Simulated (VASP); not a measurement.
Here is a VASP 6.6.1 calculation.

The input POSCAR:

```
Sc
1.0
    3.3300089167      0.0000000000      0.0000000000
   -1.6650044584      2.8838723167      0.0000000000
    0.0000000000      0.0000000000      5.1877249630
Sc
2
Direct
    0.3333333333      0.6666666667      0.2500000000
    0.6666666667      0.3333333333      0.7500000000
```

INCAR.step1

```
ALGO = Normal
EDIFF = 1E-4
ENCUT = 520
GGA = PE
ISMEAR = 0
LASPH = True
LCHARG = False
LREAL = False
LWAVE = True
NBANDS = 18
NELM = 80
PREC = Accurate
SIGMA = 0.1
```

The input INCAR.step2:

```
ALGO = Normal
EDIFF = 1E-6
ENCUT = 520
ISIF = 2
ISMEAR = 0
ISTART = 1
LASPH = True
LCHARG = False
LMIXTAU = True
LREAL = False
LWAVE = False
METAGGA = R2SCAN
NBANDS = 18
NELM = 80
PREC = Accurate
SIGMA = 0.1
```

KPOINTS

```
k-points
0
Gamma
  15 15 8
```

Potentials or basis: VASP PAW PBE potentials, release 64 (Sc_sv).

The run is started by

```sh
$ cat potpaw_PBE.64/Sc_sv/POTCAR > POTCAR
$ cp INCAR.step1 INCAR
$ mpirun -np 1 vasp_std > vasp.out
$ cp INCAR.step2 INCAR
$ mpirun -np 1 vasp_std > vasp.out
```

Task: Predict the band gap on the k mesh.

Result: Zero (band 11 reaches 4.75 eV, above the bottom of band 12 at 3.17 eV).

Task: Estimate the pressure.

Result: 0.2 GPa.

Caveat: the PAW data sets were made with another functional, which shifts forces and pressure a little.
